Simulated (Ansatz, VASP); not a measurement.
# Mg in VASP and in Ansatz

```xyz
2
Lattice="3.1659 0.0000 0.0000 -1.5830 2.7418 0.0000 0.0000 0.0000 5.1399" Properties=species:S:1:pos:R:3 pbc="T T T"
Mg    1.5830    0.9139    3.8549
Mg    0.0000    1.8278    1.2850
```

Alike in both runs: task single point; functional PBEsol; dispersion D4; k mesh 10 × 10 × 5; occupations fermi-dirac, width 0.05 eV; no spin polarisation.

```csv
,VASP,Ansatz
version,VASP 6.6.1,Ansatz 0.2.0
potentials or method,"VASP PAW PBE potentials, release 64 (Mg)",Ansatz PAW
plane-wave cutoff (eV),520,420
valence electrons in the cell,4,20
```

```csv
,VASP,Ansatz,Ansatz less VASP
gap on the k mesh at the Fermi level (eV),none,none,-
pressure (GPa),0.0,0.1,+0.05
"traceless stress, the component that is largest in VASP (GPa)",0.72,0.73,+0.007
```

VASP's potentials were made for PBE, not for PBEsol. A gap of «none» marks a metal or a gap that the smearing closes. VASP's potentials hold 4 valence electrons a cell and Ansatz's 20, so a difference there can come from the potentials and not from the codes.
